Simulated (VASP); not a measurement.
# Pd4CO (Palladium) in VASP: further runs

Runs on Pd4CO (Palladium). Level: LDA. Tasks: single point.

Program: VASP 6.6.1. These are calculated values, not measurements. Logs are shortened: lines on timing, memory, paths and dates and some standing lists are left out, and cuts for length are marked.

### Step 1. The cell of the first run

The cell holds a slab with vacuum, 6 atoms: a = 2.715 Å, b = 2.715 Å, c = 25.908 Å, α = 90.00°, β = 90.00°, γ = 90.00°.

### Step 2. Single point, LDA

The input, INCAR:

```
SYSTEM = Pd4CO
PREC     = Accurate       ! precision mode
ENCUT    = 520            ! plane-wave cutoff, eV
EDIFF    = 1E-7           ! SCF threshold, eV
ISMEAR   = 0              ! smearing method
SIGMA    = 0.1            ! smearing width, eV
LREAL    = .FALSE.        ! projectors in reciprocal space
LASPH    = .TRUE.         ! aspherical terms in the spheres
NELM     = 80             ! most SCF steps
ALGO     = Fast           ! electronic algorithm
ISIF     = 2              ! what is computed and relaxed
LWAVE    = .FALSE.        ! write WAVECAR
LCHARG   = .FALSE.        ! write CHGCAR
LDIPOL   = .TRUE.       
IDIPOL   = 3            
DIPOL    = 0.5 0.5 0.509
NBANDS   = 34             ! bands
```

The input, KPOINTS:

```
regular mesh
0
G
  11 11 1
  0 0 0
```

The input, POSCAR:

```
Pd4CO
1.0
    2.7145474439      0.0000000000      0.0000000000
    0.0000000000      2.7145474439      0.0000000000
    0.0000000000      0.0000000000     25.9084247163
Pd C O
4 1 1
Direct
    0.5000000000      0.5000000000      0.3280786113
    0.0000000000      0.0000000000      0.4021655126
    0.5000000000      0.5000000000      0.4768851937
    0.0000000000      0.0000000000      0.5542473974
    0.0000000000      0.0000000000      0.6252013627
    0.0000000000      0.0000000000      0.6692677126
```

Potentials or basis: VASP PAW LDA potentials, release 64 (Pd, C, O).

On the command line:

```console
> cat potpaw_LDA.64/Pd/POTCAR potpaw_LDA.64/C/POTCAR potpaw_LDA.64/O/POTCAR > POTCAR
> mpirun -np 1 vasp_std > vasp.out
```

OUTCAR:

```text
SYSTEM = Pd4CO
   PREC = Accurate
   ENCUT = 520
   EDIFF = 1E-7
   ISMEAR = 0
   LREAL = .FALSE.
   LASPH = .TRUE.
   NELM = 80
   ISIF = 2

 ion  position               nearest neighbor table
   1  0.500  0.500  0.328-   2 2.71   2 2.71   2 2.71   2 2.71
   2  0.000  0.000  0.402-   1 2.71   1 2.71   1 2.71   1 2.71   3 2.73   3 2.73   3 2.73   3 2.73

   3  0.500  0.500  0.477-   2 2.73   2 2.73   2 2.73   2 2.73   4 2.78   4 2.78   4 2.78   4 2.78

   4  0.000  0.000  0.554-   5 1.84   3 2.78   3 2.78   3 2.78   3 2.78
   5  0.000  0.000  0.625-   6 1.14   4 1.84
   6  0.000  0.000  0.669-   5 1.14

  LATTYP: Found a simple tetragonal cell.
 ALAT       =     2.7145474439
 C/A-ratio  =     9.5442887817

  Lattice vectors:

 A1 = (   2.7145474439,   0.0000000000,   0.0000000000)
 A2 = (   0.0000000000,   2.7145474439,   0.0000000000)
 A3 = (   0.0000000000,   0.0000000000,  25.9084247163)

Analysis of symmetry for initial positions (statically):
=====================================================================
 Subroutine PRICEL returns:
 Original cell was already a primitive cell.

 Routine SETGRP: Setting up the symmetry group for a
 simple tetragonal supercell.

 Subroutine GETGRP returns: Found  8 space group operations
 (whereof  8 operations were pure point group operations)
 out of a pool of 16 trial point group operations.

The static configuration has the point symmetry C_4v.

Analysis of symmetry for dynamics (positions and initial velocities):
=====================================================================
 Subroutine PRICEL returns:
 Original cell was already a primitive cell.

 Routine SETGRP: Setting up the symmetry group for a
 simple tetragonal supercell.

 Subroutine GETGRP returns: Found  8 space group operations
 (whereof  8 operations were pure point group operations)
 out of a pool of 16 trial point group operations.

The dynamic configuration has the point symmetry C_4v.

 Subroutine INISYM returns: Found  8 space group operations
 (whereof  8 operations are pure point group operations),
 and found     1 'primitive' translations

----------------------------------------------------------------------------------------

                                     Primitive cell

  volume of cell :     190.9132

  direct lattice vectors                    reciprocal lattice vectors
     2.714547444  0.000000000  0.000000000     0.368385530  0.000000000  0.000000000
     0.000000000  2.714547444  0.000000000     0.000000000  0.368385530  0.000000000
     0.000000000  0.000000000 25.908424716     0.000000000  0.000000000  0.038597484

  length of vectors
     2.714547444  2.714547444 25.908424716     0.368385530  0.368385530  0.038597484

  position of ions in fractional coordinates (direct lattice)
     0.500000000  0.500000000  0.328078611
     0.000000000  0.000000000  0.402165513
     0.500000000  0.500000000  0.476885194
     0.000000000  0.000000000  0.554247397
     0.000000000  0.000000000  0.625201363
     0.000000000  0.000000000  0.669267713

  ion indices of the primitive-cell ions
   primitive index   ion index
                 1           1
                 2           2
                 3           3
                 4           4
                 5           5
                 6           6

----------------------------------------------------------------------------------------

 KPOINTS: regular mesh

Automatic generation of k-mesh.
 Grid dimensions read from file:
 generate k-points for:   11   11    1

 Generating k-lattice:

  Cartesian coordinates                     Fractional coordinates (reciprocal lattice)
     0.033489594  0.000000000  0.000000000     0.090909091  0.000000000  0.000000000
     0.000000000  0.033489594  0.000000000     0.000000000  0.090909091  0.000000000
     0.000000000  0.000000000  0.038597484     0.000000000  0.000000000  1.000000000

  Length of vectors
     0.033489594  0.033489594  0.038597484

  Shift w.r.t. Gamma in fractional coordinates (k-lattice)
     0.000000000  0.000000000  0.000000000

 Subroutine IBZKPT returns following result:
 ===========================================

 Found     21 irreducible k-points:

 Following reciprocal coordinates:
            Coordinates               Weight
  0.000000  0.000000  0.000000      1.000000
  0.090909  0.000000  0.000000      4.000000
  0.181818  0.000000  0.000000      4.000000
  0.272727  0.000000  0.000000      4.000000
  0.363636  0.000000  0.000000      4.000000
  0.454545  0.000000  0.000000      4.000000
[... 13 lines left out ...]
  0.454545  0.363636  0.000000      8.000000
  0.454545  0.454545  0.000000      4.000000
   k-points           NKPTS =     21   k-points in BZ     NKDIM =     21   number of bands    NBANDS=     34
   number of dos      NEDOS =    301   number of ions     NIONS =      6
   total plane-waves  NPLWV =  78400
   dimension x,y,z NGX =    20 NGY =   20 NGZ =  196
   dimension x,y,z NGXF=    40 NGYF=   40 NGZF=  392
   ions per type =               4   1   1
   NGX,Y,Z   is equivalent  to a cutoff of  12.25, 12.25, 12.58 a.u.
   NGXF,Y,Z  is equivalent  to a cutoff of  24.50, 24.50, 25.15 a.u.
 SYSTEM =  Pd4CO
   PREC   = accura    normal or accurate (medium, high low for compatibility)
   ISTART =      0    job   : 0-new  1-cont  2-samecut
   ICHARG =      2    charge: 1-file 2-atom 10-const
   ISPIN  =      1    spin polarized calculation?
   LNONCOLLINEAR =      F non collinear calculations
   LSORBIT =      F    spin-orbit coupling
   LASPH  =      T    aspherical Exc in radial PAW
   ENCUT  =  520.0 eV  38.22 Ry    6.18 a.u.   5.05  5.05 48.17*2*pi/ulx,y,z
   NELM   =     80;   NELMIN=  2; NELMDL= -5     # of ELM steps
   EDIFF  = 0.1E-06   stopping-criterion for ELM
   LREAL  =      F    real-space projection
   EDIFFG = 0.1E-05   stopping-criterion for IOM
   NSW    =      0    number of steps for IOM
   IBRION =     -1    ionic relax: 0-MD 1-quasi-New 2-CG
   NFREE  =      0    steps in history (QN), initial steepest desc. (CG)
   ISIF   =      2    stress and relaxation
   ISYM   =      2    0-nonsym 1-usesym 2-fastsym
   POTIM  = 0.5000    time-step for ionic-motion
   TEBEG  =    0.0;   TEEND  =   0.0 temperature during run
   PSTRESS=    0.0 pullay stress
   NELECT =      50.0000    total number of electrons
   NUPDOWN=      -1.0000    fix difference up-down
   EMIN   =  10.00;   EMAX   =-10.00  energy-range for DOS
   EFERMI =   0.00;   METHOD = LEGACY
   ISMEAR =     0;   SIGMA  =   0.10  broadening in eV -4-tet -1-fermi 0-gaus
   EFERMI_NEDOS =   21; number of points for ismear=-14 and -15
   IALGO  =     68    algorithm
   IMIX   =      4    mixing-type and parameters
     AMIX     =   0.40;   BMIX     =  1.00
     AMIX_MAG =   1.60;   BMIX_MAG =  1.00
  volume/ion in A,a.u.               =      31.82       214.72
  Fermi-wavevector in a.u.,A,eV,Ry     =   1.047417  1.979331 14.926706  1.097082
  Thomas-Fermi vector in A             =   2.182296
   LORBIT       =      0    0 simple, 1 ext, 2 COOP (PROOUT), +10 PAW based schemes
   GGA     = CA    functional components
   LHFCALC =     F    Hartree Fock is set to
   AEXX    =    0.0000 exact exchange contribution
   IVDW    =     0    specifies the selected vdW correction
   LEPSILON=     F    determine dielectric tensor
   LRPA    =     F    only Hartree local field effects (RPA)
 non-spin polarized calculation
 RMM-DIIS sequential band-by-band and
 Gauss-broadening in eV      SIGMA  =   0.10
  energy-cutoff  :      520.00
  volume of cell :      190.91
 maximum number of plane-waves:      5187
   NGX = 11   NGY = 11   NGZ = 97

 dipolmoment           0.000000      0.000000     -0.229431 electrons x Angstroem

 number of electron      49.9999999 magnetization

 dipolmoment           0.000000      0.000000      0.026381 electrons x Angstroem

 Free energy of the ion-electron system (eV)
  ---------------------------------------------------
  ext. energy  EPLUGINS =         0.00000000
  ---------------------------------------------------
  free energy    TOTEN  =       -41.24501001 eV

  energy without entropy =      -41.21040434  energy(sigma->0) =      -41.22770717

 E-fermi :  -0.1105     XC(G=0):  -5.8405

 val. band max:       -0.1212507475   @ k =   0.0909   0.0909   0.0000
 cond. band min:      -0.1100024565   @ k =   0.0000   0.0000   0.0000
 fundamental gap:      0.0112482910
 Fermi energy:        -0.1104914322

 k-point     1 :       0.0000    0.0000    0.0000
  band No.  band energies     occupation
      1     -24.4585      2.00000
      2     -10.6895      2.00000
      3      -7.9907      2.00000
      4      -6.8547      2.00000
      5      -5.7943      2.00000
      6      -5.7943      2.00000
[... 26 lines left out ...]
     33       5.5906      0.00000
     34       6.4652      0.00000

 k-point     2 :       0.0909    0.0000    0.0000
  band No.  band energies     occupation
      1     -24.4276      2.00000
      2     -10.6187      2.00000
      3      -7.9664      2.00000
      4      -6.6901      2.00000
      5      -6.0689      2.00000
      6      -5.7718      2.00000
[... 26 lines left out ...]
     33       5.7872      0.00000
     34       6.6780      0.00000

 k-point     3 :       0.1818    0.0000    0.0000
  band No.  band energies     occupation
      1     -24.3435      2.00000
      2     -10.4208      2.00000
      3      -7.9384      2.00000
      4      -6.6716      2.00000
      5      -6.1718      2.00000
      6      -5.7111      2.00000
[... 26 lines left out ...]
     33       6.3310      0.00000
     34       7.3536      0.00000
[... 593 lines left out ...]
 k-point    20 :       0.4545    0.3636    0.0000
  band No.  band energies     occupation
      1     -23.7616      2.00000
      2      -8.9388      2.00000
      3      -8.1576      2.00000
      4      -7.7485      2.00000
      5      -6.9127      2.00000
      6      -5.2008      2.00000
[... 26 lines left out ...]
     33       7.9834      0.00000
     34       9.2681      0.00000

 k-point    21 :       0.4545    0.4545    0.0000
  band No.  band energies     occupation
      1     -23.7043      2.00000
      2      -8.7749      2.00000
      3      -8.0444      2.00000
      4      -8.0160      2.00000
      5      -6.9476      2.00000
      6      -5.4015      2.00000
[... 26 lines left out ...]
     33       8.6529      0.00000
     34       9.8216      0.00000

------------------------ aborting loop because EDIFF is reached ----------------------------------------

 vacuum level on the upper side and lower side of the slab       (xc-potential included)         0.232        -0.394

  FORCE on cell =-STRESS in cart. coord.  units (eV):
  Direction    XX          YY          ZZ          XY          YZ          ZX
  --------------------------------------------------------------------------------------
  -------------------------------------------------------------------------------------
  Total       -1.2063618     -1.2063618      0.9148722      0.0000000      0.0000000     -0.0000000
  in kB      -10.1240031    -10.1240031      7.6777708      0.0000000      0.0000000     -0.0000000
  external PRESSURE =      -4.1900784 kB  Pullay stress =       0.0000000 kB

 VOLUME and BASIS-vectors are now :
 -----------------------------------------------------------------------------
  energy-cutoff  :      520.00
  volume of cell :      190.91
      direct lattice vectors                 reciprocal lattice vectors
     2.714547444  0.000000000  0.000000000     0.368385530  0.000000000  0.000000000
     0.000000000  2.714547444  0.000000000     0.000000000  0.368385530  0.000000000
     0.000000000  0.000000000 25.908424716     0.000000000  0.000000000  0.038597484

 POSITION                                       TOTAL-FORCE (eV/Angst)
 -----------------------------------------------------------------------------------
      1.35727      1.35727      8.50000        -0.000000      0.000000      0.164274
      0.00000      0.00000     10.41947         0.000000     -0.000000     -0.176720
      1.35727      1.35727     12.35534         0.000000      0.000000      0.002288
      0.00000      0.00000     14.35968        -0.000000      0.000000     -0.045975
      0.00000      0.00000     16.19798         0.000000      0.000000     -0.970442
      0.00000      0.00000     17.33967         0.000000      0.000000      1.026576
 -----------------------------------------------------------------------------------
    total drift:                               -0.000000      0.000000      0.000355

  FREE ENERGIE OF THE ION-ELECTRON SYSTEM (eV)
  ---------------------------------------------------
  free  energy   TOTEN  =       -41.2450100101 eV

  energy  without entropy=      -41.2104043378  energy(sigma->0) =      -41.22770717

 vacuum level on the upper side and lower side of the slab         5.993         5.353
```

Run time: 2 min. Hardware: 1 thread of Intel Xeon 6975P-C (Granite Rapids), shared host; peak memory 0.28 GiB.

What came out:

```
Free energy            : -41.2450 eV
Largest force          : 1.027 eV/Å
Band gap on the k mesh : zero (band 25 reaches 0.71 eV, above the bottom of band 26 at -0.43 eV)
```

Forces on the atoms (eV/Å):
```
Pd   0.000  0.000  0.164
Pd   0.000  0.000 -0.177
Pd   0.000  0.000  0.002
Pd   0.000  0.000 -0.046
C    0.000  0.000 -0.970
O    0.000  0.000  1.027
```

### Step 3. Single point, LDA

The input, INCAR:

```
PREC     = Accurate       # precision mode
ENCUT    = 520            # plane-wave cutoff, eV
EDIFF    = 1E-6           # SCF threshold, eV
ISMEAR   = 0              # smearing method
SIGMA    = 0.1            # smearing width, eV
LREAL    = False          # projectors in reciprocal space
LASPH    = True           # aspherical terms in the spheres
NELM     = 60             # most SCF steps
ALGO     = Fast           # electronic algorithm
ISIF     = 2              # what is computed and relaxed
LWAVE    = False          # write WAVECAR
LCHARG   = False          # write CHGCAR
LDIPOL   = True         
IDIPOL   = 3            
DIPOL    = 0.5 0.5 0.501
GGA      = CA             # functional
NBANDS   = 34             # bands
```

The input, KPOINTS:

```
regular mesh
0
Gamma
  11 11 1
```

The input, POSCAR:

```
Pd4CO
1.0
    2.7145474439      0.0000000000      0.0000000000
    0.0000000000      2.7145474439      0.0000000000
    0.0000000000      0.0000000000     25.9084247163
Pd C O
4 1 1
Direct
    0.5000000000      0.5000000000      0.3280786113
    0.0000000000      0.0000000000      0.4021655126
    0.5000000000      0.5000000000      0.4763926044
    0.0000000000      0.0000000000      0.5560039777
    0.5000000000      0.5000000000      0.5990707371
    0.5000000000      0.5000000000      0.6439895579
```

Potentials or basis: VASP PAW LDA potentials, release 64 (Pd, C, O).

On the command line:

```console
> cat potpaw_LDA.64/Pd/POTCAR potpaw_LDA.64/C/POTCAR potpaw_LDA.64/O/POTCAR > POTCAR
> mpirun -np 1 vasp_std > vasp.out
```

It took 1.9 min on 1 thread of Intel Xeon 6975P-C (Granite Rapids), shared host; peak memory 0.29 GiB.

It converged, with:

| Property | Result |
| --- | --- |
| Free energy | -41.3645 eV |
| Largest force | 0.892 eV/Å |
| Band gap on the k mesh | zero (band 25 reaches 0.22 eV, above the bottom of band 26 at -0.63 eV) |

Forces in eV/Å, atoms in the order of the input:
```
Pd   0.000  0.000  0.170
Pd   0.000  0.000 -0.186
Pd   0.000  0.000 -0.003
Pd   0.000  0.000 -0.027
C    0.000  0.000 -0.846
O    0.000  0.000  0.892
```

Levels at points of the mesh, in eV from the Fermi level:
```csv
k point,band 21,band 22,band 23,band 24,band 25,band 26,band 27,band 28,band 29,band 30
"(0.00, 0.00, 0.00)",-1.09,-1.09,-0.95,-0.46,-0.40,0.02,0.02,0.02,2.08,4.00
```
